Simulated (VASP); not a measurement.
Here is a VASP 6.6.1 calculation.

File INCAR:

```
  ALGO = Fast
  EDIFF = 1E-7
  EDIFFG = -0.005
  ENCUT = 600
  GGA = CA
  IBRION = 2
  ISIF = 3
  ISMEAR = 0
  LASPH = T
  LCHARG = F
  LREAL = F
  LWAVE = F
  NELM = 100
  NSW = 100
  PREC = Accurate
  SIGMA = 0.1
```

Contents of KPOINTS:

```
k-points
0
Gamma
  18 18 18
```

Contents of POSCAR:

```
Pd
1.0
    0.0000000000      1.9465000000      1.9465000000
    1.9465000000      0.0000000000      1.9465000000
    1.9465000000      1.9465000000      0.0000000000
Pd
1
Direct
    0.0000000000      0.0000000000      0.0000000000
```

Potentials or basis: VASP PAW LDA potentials, release 64 (Pd).

The run is started by

```sh
$ cat potpaw_LDA.64/Pd/POTCAR > POTCAR
$ mpirun -np 1 vasp_std > vasp.out
```

(1) What does it give for the band gap on the k mesh?

(2) Estimate the relaxed volume.

(3) What does it give for the space group after relaxing (to 0.05 Å)?

(4) What does it give for the relaxed cell?

Results:

(1) zero (band 5 reaches 10.63 eV, above the bottom of band 6 at 8.93 eV).

(2) 14.16 Å³/atom.

(3) Fm-3m (No. 225).

(4) a = 2.716 Å, b = 2.716 Å, c = 2.716 Å, α = 60.00°, β = 60.00°, γ = 60.00°.
